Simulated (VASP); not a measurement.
Input of a VASP 6.6.1 run:

POSCAR

```
Cd
1.0
    2.9625381337      0.0000000000      0.0000000000
   -1.4812690669      2.5656332834      0.0000000000
    0.0000000000      0.0000000000      5.7924878941
Cd
2
Direct
    0.3333333333      0.6666666667      0.2500000000
    0.6666666667      0.3333333333      0.7500000000
```

File INCAR.step1:

```
  PREC = Accurate
  ENCUT = 520
  ISMEAR = 0
  SIGMA = 0.1
  LREAL = False
  LASPH = True
  NELM = 60
  NBANDS = 19
  GGA = PE
  ALGO = Normal
  EDIFF = 1E-4
  LWAVE = True
  LCHARG = False
```

Contents of INCAR.step2:

```
  PREC = Accurate
  ENCUT = 520
  EDIFF = 1E-7
  ISMEAR = 0
  SIGMA = 0.1
  LREAL = False
  LASPH = True
  NELM = 60
  ALGO = Normal
  ISIF = 2
  LWAVE = False
  LCHARG = False
  METAGGA = R2SCAN
  LMIXTAU = True
  NBANDS = 19
  ISTART = 1
```

The input KPOINTS:

```
Automatic mesh
0
Gamma
  18 18 8
```

Potentials or basis: VASP PAW PBE potentials, release 64 (Cd).

Launch:

```sh
$ cat potpaw_PBE.64/Cd/POTCAR > POTCAR
$ cp INCAR.step1 INCAR
$ mpirun -np 1 vasp_std > vasp.out
$ cp INCAR.step2 INCAR
$ mpirun -np 1 vasp_std > vasp.out
```

(1) What does it give for the band gap on the k mesh?

(2) What does it give for the pressure?

## Answers

(1) zero (bands 12 and 13 overlap by 4.78 eV).

(2) 0.4 GPa.

Caveat: the PAW data sets were made with another functional, which shifts forces and pressure a little.
